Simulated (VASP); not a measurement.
# Si2Mo (I4/mmm) in VASP: further runs, part 2 of 2

VASP 6.6.1.

**3. Single point, PBE**

This run uses another cell than the first one, of 14.22 Å³/atom, 1.019 times its volume.

File INCAR:

```
  PREC = Accurate
  ENCUT = 520
  EDIFF = 1E-6
  ISMEAR = -1
  SIGMA = 0.05
  LREAL = F
  LASPH = T
  NELM = 100
  ALGO = Normal
  ISIF = 2
  LWAVE = F
  LCHARG = T
  GGA = PE
  LELF = T
  LVHAR = T
  NBANDS = 18
```

File KPOINTS:

```
Automatic mesh
0
Gamma
  13 13 13
```

File POSCAR:

```
Si2Mo
1.0
   -1.6313805159      1.6313805159      4.0075881985
    1.6313805159     -1.6313805159      4.0075881985
    1.6313805159      1.6313805159     -4.0075881985
Si Mo
2 1
Direct
    0.3330000000      0.3330000000      0.0000000000
    0.6670000000      0.6670000000      0.0000000000
    0.0000000000      0.0000000000      0.0000000000
```

Potentials or basis: VASP PAW PBE potentials, release 64 (Si, Mo_sv).

The run is started by

```
> cat potpaw_PBE.64/Si/POTCAR potpaw_PBE.64/Mo_sv/POTCAR > POTCAR
> mpirun -np 1 vasp_std > vasp.out
```

OUTCAR:

```text
PREC = Accurate
   ENCUT = 520
   EDIFF = 1E-6
   ISMEAR = -1
   LREAL = F
   LASPH = T
   NELM = 100
   ISIF = 2
   GGA = PE

 ion  position               nearest neighbor table
   1  0.333  0.333  0.000-   2 2.66   2 2.66   2 2.66   2 2.66   3 2.67   3 2.67   3 2.67   3 2.67
                             3 2.67   2 2.68
   2  0.667  0.667  0.000-   1 2.66   1 2.66   1 2.66   1 2.66   3 2.67   3 2.67   3 2.67   3 2.67
                             3 2.67   1 2.68
   3  0.000  0.000  0.000-   1 2.67   2 2.67   2 2.67   2 2.67   2 2.67   1 2.67   1 2.67   1 2.67
                             1 2.67   2 2.67

[... 695 lines left out ...]

 [... further k-points ...]
[... 5 lines left out ...]
  --------------------------------------------------------------------------------------
  -------------------------------------------------------------------------------------
  Total       -2.1116099     -2.1116099     -2.7944773      0.0000000      0.0000000      0.0000000
  in kB      -79.2995370    -79.2995370   -104.9439824      0.0000000      0.0000000      0.0000000
  external PRESSURE =     -87.8476854 kB  Pullay stress =       0.0000000 kB

 VOLUME and BASIS-vectors are now :
 -----------------------------------------------------------------------------
  energy-cutoff  :      520.00
  volume of cell :       42.66
      direct lattice vectors                 reciprocal lattice vectors
    -1.631380516  1.631380516  4.007588198     0.000000000  0.306488888  0.124763318
     1.631380516 -1.631380516  4.007588198     0.306488888  0.000000000  0.124763318
     1.631380516  1.631380516 -4.007588198     0.306488888  0.306488888  0.000000000

 POSITION                                       TOTAL-FORCE (eV/Angst)
 -----------------------------------------------------------------------------------
      0.00000      0.00000      2.66905         0.000000      0.000000      0.363744
      0.00000      0.00000      5.34612        -0.000000     -0.000000     -0.363744
      0.00000      0.00000      0.00000        -0.000000     -0.000000     -0.000000
 -----------------------------------------------------------------------------------
    total drift:                                0.000000      0.000000     -0.000000

  FREE ENERGIE OF THE ION-ELECTRON SYSTEM (eV)
  ---------------------------------------------------
  free  energy   TOTEN  =       -23.2012360506 eV

  energy  without entropy=      -23.1989166843  energy(sigma->0) =      -23.20007637
```

OSZICAR:

```text
N       E                     dE             d eps       ncg     rms          rms(c)
DAV:   1     0.119828671131E+03    0.11983E+03   -0.11200E+04  7056   0.116E+03
DAV:   2    -0.210953651044E+02   -0.14092E+03   -0.13824E+03  8546   0.296E+02
DAV:   3    -0.241518088927E+02   -0.30564E+01   -0.30250E+01  8794   0.386E+01
DAV:   4    -0.241693415418E+02   -0.17533E-01   -0.17517E-01  8302   0.323E+00
DAV:   5    -0.241694670494E+02   -0.12551E-03   -0.12550E-03  8234   0.288E-01    0.186E+01
DAV:   6    -0.234110043734E+02    0.75846E+00   -0.70041E+00  7392   0.164E+01    0.397E+00
DAV:   7    -0.232390834594E+02    0.17192E+00   -0.12265E+00  7314   0.637E+00    0.384E+00
DAV:   8    -0.232021764187E+02    0.36907E-01   -0.11191E-01  7598   0.240E+00    0.466E-01
DAV:   9    -0.232012956678E+02    0.88075E-03   -0.24920E-03  8780   0.382E-01    0.271E-01
DAV:  10    -0.232012612111E+02    0.34457E-04   -0.69154E-04  7876   0.219E-01    0.579E-02
DAV:  11    -0.232012430059E+02    0.18205E-04   -0.28414E-04  7608   0.123E-01    0.499E-02
DAV:  12    -0.232012362635E+02    0.67425E-05   -0.34449E-05  7490   0.403E-02    0.986E-03
DAV:  13    -0.232012360506E+02    0.21289E-06   -0.57224E-07  4072   0.596E-03
   1 F= -.23201236E+02 E0= -.23200076E+02  d E =-.231937E-02
```

stdout:

```text
POSCAR found type information on POSCAR SiMo
 POSCAR found :  2 types and       3 ions
 scaLAPACK will be used
 LDA part: xc-table for (Slater+PW92), standard interpolation
 POSCAR, INCAR and KPOINTS ok, starting setup
 FFT: planning ... GRIDC
 FFT: planning ... GRID_SOFT
 FFT: planning ... GRID
 WAVECAR not read
 entering main loop
```

It took 2 min on 1 thread of AMD EPYC 9R45 (Zen 5), shared host; peak memory 0.27 GiB.

Results:

- Free energy: -23.2012 eV
- Pressure: -8.8 GPa
- Largest force: 0.364 eV/Å
- Band gap on the k mesh: zero (band 11 reaches 11.88 eV, above the bottom of band 12 at 10.96 eV)

Forces on the atoms (eV/Å):
```
Si   0.000  0.000  0.364
Si   0.000  0.000 -0.364
Mo   0.000  0.000  0.000
```

Stress tensor (GPa, compression positive):
```
 -7.93   0.00   0.00
  0.00  -7.93   0.00
  0.00   0.00 -10.49
```
